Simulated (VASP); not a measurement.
PbS, 4 atoms in the cell. It takes space group P6_3mc (No. 186, hexagonal). Conventional cell: a = 4.997 Å, b = 4.997 Å, c = 5.998 Å, α = 90.00°, β = 90.00°, γ = 120.00°. Pb (site symmetry 3m) has 5 S at 2.89 to 3.02 Å within 3.8 Å. S (site symmetry 3m) has 5 Pb at 2.89 to 3.02 Å within 3.8 Å. 

* Program: VASP 6.6.1
* Task: single point
* Functional: r2SCAN
* Potentials or basis: VASP PAW PBE potentials, release 64 (Pb_d, S)
* Cutoff: 520 eV
* k mesh: 6 × 6 × 4
* Occupations: gaussian, width 0.01 eV
* Spin: no spin polarisation
* Dipole correction: no
* Further INCAR settings: ALGO = Normal; EDIFF = 1e-06; NBANDS = 28

Potentials or basis: VASP PAW PBE potentials, release 64 (Pb_d, S).

Command:

```console
$ cat potpaw_PBE.64/Pb_d/POTCAR potpaw_PBE.64/S/POTCAR > POTCAR
$ cp INCAR.step1 INCAR
$ mpirun -np 1 vasp_std > vasp.out
$ cp INCAR.step2 INCAR
$ mpirun -np 1 vasp_std > vasp.out
```

Hardware: 1 thread of Intel(R) Xeon(R) 6975P-C (Granite Rapids), with other jobs on the host.

Question: How long does it take, and how much memory?

Answer: It took 2.1 min on 1 thread of Intel(R) Xeon(R) 6975P-C (Granite Rapids), on a shared host, peak memory 0.31 GiB. Counts: k points 21.
